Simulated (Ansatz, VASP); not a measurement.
# One calculation of Ir, two programs

```
Ir
1.0
     0.00000    1.91970    1.91970
     1.91970    0.00000    1.91970
     1.91970    1.91970    0.00000
Ir
1
Direct
  0.00000 0.00000 0.00000
```

Alike in both runs: task single point; functional LDA; k mesh 8 × 8 × 8; occupations gaussian, width 0.1 eV; no spin polarisation.

|  | VASP | Ansatz |
| --- | --- | --- |
| version | VASP 6.6.1 | Ansatz 0.2.0 |
| potentials or method | VASP PAW LDA potentials, release 64 (Ir_sv_GW), cutoff 560 eV | scalar-relativistic, plane waves, PAW |
| valence electrons in the cell | 17 | 17 |

VASP gave:

```
gap on the k mesh at the Fermi level (eV) : none
pressure (GPa)                            : -7.5
```

Q: Estimate Ansatz's values.

A: gap on the k mesh at the Fermi level (eV): none; pressure (GPa): -7.1.

LDA's correlation is that of Perdew and Zunger in VASP and of Perdew and Wang (1992) in Ansatz. A gap of «none» marks a metal or a gap that the smearing closes.

Spin-orbit coupling is off throughout.
